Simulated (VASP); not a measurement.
Runs of VASP 6.6.1 on Sn2O. The structure is that of space group Pn-3m (No. 224), or close to it. The cells are those of the table. 

| task | cell | cutoff (eV) | smearing | gap on the mesh (eV) | pressure (GPa) | relaxed volume (Å³/atom) |
| --- | --- | --- | --- | --- | --- | --- |
| single point | a = 5.113 Å, 6 atoms | 520 | fermi-dirac 0.15 eV | none | 0.1 | - |
| single point | a = 5.113 Å, 6 atoms | 520 | gaussian 0.1 eV | none | 0.1 | - |
| relaxation of cell and atoms | relaxed from a = 5.113 Å, 6 atoms | 600 | fermi-dirac 0.15 eV | none | 0.0 | (a) |
| relaxation of cell and atoms | relaxed from a = 5.212 Å, 6 atoms | 600 | gaussian 0.1 eV | none | 0.0 | 22.31 |

Alike in all rows: level PBEsol; potentials or basis VASP PAW PBE potentials, release 64 (Sn_d, O); no spin polarisation; k mesh 8 × 8 × 8.

Question: Fill in the values left out.

Answer: (a) 22.32.

Caveats: the PAW data sets were made with another functional, which shifts forces and pressure a little; spin-orbit coupling is left out, which moves the levels of the heavy elements.

A k mesh can miss the band edges, and the runs leave out spin-orbit coupling on Sn.

A gap of «none» marks levels without a gap at the run's occupations.
